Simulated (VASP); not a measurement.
Set up this calculation in VASP 6.6.1, as the native input.

* Task: single point
* Functional: PBE
* Potentials or basis: VASP PAW PBE potentials, release 64 (Si, Ni)
* Cutoff: 520 eV
* k mesh: 10 × 18 × 12
* Occupations: gaussian, width 0.1 eV
* Spin: no spin polarisation
* Dipole correction: no
* Further INCAR settings: ALGO = Normal; EDIFF = 1e-07; NBANDS = 22

The structure of SiNi lies in POSCAR:

```
SiNi
1.0
    4.3958354988      0.0000000000      0.0000000000
    0.0000000000      2.5677881599      0.0000000000
    0.0000000000      0.0000000000      4.0624566427
Si Ni
2 2
Direct
    0.7500000000      0.0000000000      0.6920295213
    0.2500000000      0.0000000000      0.3079704787
    0.7500000000      0.5000000000      0.1807705325
    0.2500000000      0.5000000000      0.8192294675
```

One way to write it, as run:

INCAR

```
  ALGO = Normal
  EDIFF = 1E-7
  ENCUT = 520
  GGA = PE
  ISIF = 2
  ISMEAR = 0
  LASPH = T
  LCHARG = F
  LREAL = F
  LWAVE = F
  NBANDS = 22
  NELM = 80
  PREC = Accurate
  SIGMA = 0.1
```

KPOINTS

```
k-points
0
Gamma
  10 18 12
```

Potentials or basis: VASP PAW PBE potentials, release 64 (Si, Ni).

Run with:

```console
$ cat potpaw_PBE.64/Si/POTCAR potpaw_PBE.64/Ni/POTCAR > POTCAR
$ mpirun -np 1 vasp_std > vasp.out
```

It gave:

```
Pressure               : 0.1 GPa
Largest force          : 0.008 eV/Å
Band gap on the k mesh : zero (bands 14 and 15 overlap by 1.08 eV)
```

Run time: 4.5 min on 1 thread of Intel(R) Xeon(R) Platinum 8488C (Sapphire Rapids) (shared host), peak memory 0.44 GiB.
